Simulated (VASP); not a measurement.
Hf7NO16 (a cell with a defect), 24 atoms in the cell. The cell holds a defect, 24 atoms: a = 7.471 Å, b = 6.784 Å, c = 7.336 Å, α = 63.75°, β = 65.72°, γ = 61.72°. 

| Quantity | Value |
| --- | --- |
| Program | VASP 6.6.1 |
| Task | single point |
| Functional | LDA |
| Potentials or basis | VASP PAW LDA potentials, release 64 (Hf_pv, N, O) |
| Cutoff | 520 eV |
| k mesh | 1 × 1 × 1, shifted |
| Occupations | fermi-dirac, width 0.01 eV |
| Spin | no spin polarisation |
| Dipole correction | no |
| Charge | -1 |
| Further INCAR settings | ALGO = Normal; EDIFF = 1e-06; NBANDS = 104; NELECT = 172.0 |

Potentials or basis: VASP PAW LDA potentials, release 64 (Hf_pv, N, O).

The run is started by

```bash
$ cat potpaw_LDA.64/Hf_pv/POTCAR potpaw_LDA.64/N/POTCAR potpaw_LDA.64/O/POTCAR > POTCAR
$ mpirun -np 1 vasp_std > vasp.out
```

Hardware: 1 thread of Intel(R) Xeon(R) 6975P-C (Granite Rapids), with other jobs on the host.

Task: How long does it take, and how much memory?

Result: It took 49 s on 1 thread of Intel(R) Xeon(R) 6975P-C (Granite Rapids) (shared host), peak memory 0.32 GiB. Counts: scf iterations 16, k points 2.
